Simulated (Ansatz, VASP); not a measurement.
**Pb: VASP beside Ansatz**

```
CELL_PARAMETERS angstrom
0.00000 2.46980 2.46980
2.46980 0.00000 2.46980
2.46980 2.46980 0.00000
ATOMIC_POSITIONS crystal
Pb 0.00000 0.00000 0.00000
```

Alike in both runs: task single point; functional PBE; k mesh 12 × 12 × 12; occupations fermi-dirac, width 0.05 eV; no spin polarisation.

```csv
,VASP,Ansatz
version,VASP 6.6.1,Ansatz 0.2.0
potentials or method,"VASP PAW PBE potentials, release 64 (Pb_d), cutoff 520 eV","all-electron LAPW, scalar-relativistic"
```

```csv
,VASP,Ansatz,Ansatz less VASP
pressure (GPa),2.9,3.0,+0.08
```

Ansatz ran all-electron here, and VASP with PAW potentials.

Spin-orbit coupling is off throughout.
